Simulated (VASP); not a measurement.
VH2: single point with LDA

The system is VH2.

```
V H
1.0
     0.00000    2.13550    2.13550
     2.13550    0.00000    2.13550
     2.13550    2.13550    0.00000
V H
1 2
Direct
  0.01875 0.99375 0.99375
  0.23125 0.25625 0.25625
  0.75000 0.75000 0.75000
```

This cell differs from its parent crystal: shortest bond scaled by 1.05.

| Property | Result |
| --- | --- |
| Program | VASP 6.6.1 |
| Task | single point |
| Functional | LDA |
| Potentials or basis | VASP PAW LDA potentials, release 64 (V_sv, H) |
| Cutoff | 520 eV |
| k mesh | 11 × 11 × 11 |
| Occupations | fermi-dirac, width 0.05 eV |
| Spin | collinear spin, ferromagnetic start |
| Starting moments | [1.5, 0.0, 0.0] μB |
| Dipole correction | no |
| Further INCAR settings | ALGO = Normal; EDIFF = 1e-07; NBANDS = 18 |

```
Pressure                                              : -15.6 GPa
Largest force                                         : 0.529 eV/Å
Net moment                                            : 0.00 μB per cell
Valence electrons inside the program's atomic spheres : V 11.61; H 0.58
```

Forces on the atoms (eV/Å):
```
V    0.305 -0.305 -0.305
H   -0.202  0.202  0.202
H   -0.103  0.103  0.103
```

Stress tensor (GPa, compression positive):
```
-15.57   0.43   0.43
  0.43 -15.57  -0.43
  0.43  -0.43 -15.57
```

Levels at points of the mesh, in eV from the Fermi level:
Spin up:
| k point | band 6 | band 7 | band 8 | band 9 | band 10 | band 11 |
| --- | --- | --- | --- | --- | --- | --- |
| (0.00, 0.00, 0.00) | -1.09 | -0.97 | -0.97 | 0.72 | 0.72 | 1.53 |
Spin down:
| k point | band 4 | band 5 | band 6 | band 7 | band 8 | band 9 | band 10 | band 11 | band 12 | band 13 |
| --- | --- | --- | --- | --- | --- | --- | --- | --- | --- | --- |
| (0.00, 0.00, 0.00) | -37.90 | -11.19 | -1.09 | -0.97 | -0.97 | 0.72 | 0.72 | 1.53 | 15.86 | 17.06 |

Run time: 28 s on 1 thread of Intel(R) Xeon(R) 6975P-C (Granite Rapids) (shared host), peak memory 0.19 GiB.

Caveat: the cell differs from its parent crystal (shortest bond scaled by 1.05).
